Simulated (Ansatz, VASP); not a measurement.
One calculation of BaTiO3, two programs

File INCAR:

```
ALGO = Normal ; EDIFF = 1E-7
ENCUT = 520 ; GGA = PE
ISIF = 2 ; ISMEAR = 0
LASPH = T ; LCHARG = F
LDAU = T ; LDAUJ = 0 0 0
LDAUL = -1 2 -1 ; LDAUPRINT = 1
LDAUTYPE = 2 ; LDAUU = 0 4 0
LMAXMIX = 4 ; LREAL = F
LWAVE = F ; NBANDS = 28
NELM = 150 ; PREC = Accurate
SIGMA = 0.05
```

KPOINTS

```
k-points
0
Gamma
  6 6 6
```

POSCAR

```
BaTiO3
1.0
    4.0082194746      0.0000000000      0.0000000000
    0.0000000000      2.8732814721      2.8859183788
    0.0000000000     -2.8732814721      2.8859183788
Ba Ti O
1 1 3
Direct
    0.0000000000     -0.0179110765     -0.0179110765
    0.5000000000      0.5197092871      0.5197092871
    0.0000000000      0.4916268390      0.4916268390
    0.5000000000      0.4938075372      0.9829991522
    0.5000000000      0.9829991522      0.4938075372
```

Input for Ansatz:

```yaml
crystal:
  lattice:
    - [4.0082194746, 0.0, 0.0]
    - [0.0, 2.8732814721, 2.8859183788]
    - [0.0, -2.8732814721, 2.8859183788]
  atoms:
    - { symbol: Ba, position: [0.0, -0.0179110765, -0.0179110765] }
    - { symbol: Ti, position: [0.5, 0.5197092871, 0.5197092871] }
    - { symbol: O, position: [0.0, 0.491626839, 0.491626839] }
    - { symbol: O, position: [0.5, 0.4938075372, 0.9829991522] }
    - { symbol: O, position: [0.5, 0.9829991522, 0.4938075372] }
basis:
  ecutwfc: 420
kpoints:
  mp_grid: { grid: [6, 6, 6] }
hamiltonian:
  xc: pbe
  hubbard: { sites: [{ species: Ti, l: d, u_eff: 4.0 }] }
scf:
  occupations: { method: gaussian, width: 0.05 }
output:
  forces: true
  stress: true
  eigenvalues: true
```

Change from the starting cell: all Ba atoms moved -0.150 Å, as atom 1 along Cartesian [0 0 1].

Alike in both runs: task single point; functional PBE; k mesh 6 × 6 × 6; occupations gaussian, width 0.05 eV; no spin polarisation; Hubbard terms Ti d U = 4.0 eV.

|  | VASP | Ansatz |
| --- | --- | --- |
| version | VASP 6.6.1 | Ansatz 0.2.0 |
| potentials or method | VASP PAW PBE potentials, release 64 (Ba_sv, Ti_sv, O), cutoff 520 eV | scalar-relativistic, plane waves, PAW |
| valence electrons in the cell | 40 | 40 |

```tsv
	VASP	Ansatz	Ansatz less VASP
gap on the k mesh at the Fermi level (eV)	2.48	2.51	+0.033
least direct gap on the mesh (eV)	2.91	2.93	+0.021
pressure (GPa)	3.7	0.2	-3.46
traceless stress, the component that is largest in VASP (GPa)	-0.20	-0.49	-0.292
rms of the force components (eV/Å)	0.380	0.244	-0.1358
```

The programs project onto different local orbitals, so the same U acts differently, and such runs can settle in different states. Atom by atom the forces differ by 0.226 eV/Å (rms over components).

Neither program's run includes spin-orbit coupling.
